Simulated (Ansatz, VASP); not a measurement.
**One calculation of Os, two programs**

Contents of POSCAR:

```
Os
1.0
    2.7393806551      0.0000000000      0.0000000000
   -1.3696903275      2.3723732379      0.0000000000
    0.0000000000      0.0000000000      4.3138178725
Os
2
Direct
    0.3333333333      0.6666666667      0.2500000000
    0.6666666667      0.3333333333      0.7500000000
```

INCAR.step1

```
PREC = Accurate
ENCUT = 520
ISMEAR = 1
SIGMA = 0.03
LREAL = F
LASPH = T
NELM = 80
NBANDS = 15
GGA = PE
ALGO = Normal
EDIFF = 1E-4
LWAVE = T
LCHARG = F
```

The input INCAR.step2:

```
PREC = Accurate
ENCUT = 520
EDIFF = 1E-6
ISMEAR = 1
SIGMA = 0.03
LREAL = F
LASPH = T
NELM = 80
ALGO = Normal
ISIF = 2
LWAVE = F
LCHARG = F
METAGGA = R2SCAN
LMIXTAU = T
NBANDS = 15
ISTART = 1
```

Contents of KPOINTS:

```
Automatic mesh
0
Gamma
  13 13 7
```

Input for Ansatz:

```yaml
crystal:
  lattice:
    - [2.7393806551, 0.0, 0.0]
    - [-1.3696903275, 2.3723732379, 0.0]
    - [0.0, 0.0, 4.3138178725]
  atoms:
    - { symbol: Os, position: [0.3333333333, 0.6666666667, 0.25] }
    - { symbol: Os, position: [0.6666666667, 0.3333333333, 0.75] }
hamiltonian:
  xc: r2scan
  pseudopotentials:
    kind: paw
    azcp:
      Os: "pseudopotentials/Os.paw.azcp"
basis:
  ecutwfc: 500
  fft_grid_basis: typed
kpoints:
  mp_grid: { grid: [13, 13, 7], shift: [0, 0, 0] }
magnetization:
  spin_polarized: false
scf:
  occupations: { method: methfessel_paxton, width: 0.03 }
  lower_state_search: "off"
output:
  stress: true
```

Alike in both runs: task single point; functional r2SCAN; k mesh 13 × 13 × 7; occupations methfessel-paxton of order 1, width 0.03 eV; no spin polarisation.

```csv
,VASP,Ansatz
version,VASP 6.6.1,Ansatz 0.2.0
potentials or method,"VASP PAW PBE potentials, release 64 (Os), cutoff 520 eV","plane waves (500 eV) with PAW, scalar-relativistic"
valence electrons in the cell,16,32
```

|  | VASP | Ansatz | Ansatz less VASP |
| --- | --- | --- | --- |
| pressure (GPa) | 0.8 | -0.3 | -1.04 |
| traceless stress, the component that is largest in VASP (GPa) | -0.27 | -0.34 | -0.071 |

VASP's potentials were made for PBE, not for r2SCAN. VASP's potentials hold 16 valence electrons a cell and Ansatz's 32, so a difference there can come from the potentials and not from the codes.

Spin-orbit coupling is off throughout.
